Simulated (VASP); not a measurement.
Runs of VASP 6.6.1 on ZrMoS3. The structure is that of space group Pm-3m (No. 221), or close to it. The cells are those of the table. 

```csv
task,spin,cell,k mesh,cutoff (eV),gap on the mesh (eV),pressure (GPa),moment (μB),relaxed volume (Å³/atom)
single point,off,"a = 4.628 Å, 5 atoms",8 × 8 × 8,520,none,-0.1,-,-
relaxation of cell and atoms,off,"relaxed from a = 4.624 Å, 5 atoms",8 × 8 × 8,600,none,0.0,-,19.81
single point,"collinear, ferromagnetic start","a = 4.624 Å, 5 atoms",4 × 4 × 4,520,none,(a),(b),-
relaxation of cell and atoms,"collinear, ferromagnetic start","relaxed from a = 4.088 Å, 5 atoms",4 × 4 × 4,600,none,0.1,0.98,19.90
```

Alike in all rows: level PBE; potentials or basis VASP PAW PBE potentials, release 64 (Zr_sv, Mo_sv, S); smearing gaussian 0.1 eV.

Q: Fill in the values left out.

A: (a) 0.2; (b) 0.00.

Caveats: some runs use coarse meshes; the volume moved by over 15 % at a fixed basis, so the end points are rough (some runs).

A k mesh can miss the band edges, and the runs leave out spin-orbit coupling on Mo, Zr.

A gap of «none» marks levels without a gap at the run's occupations.
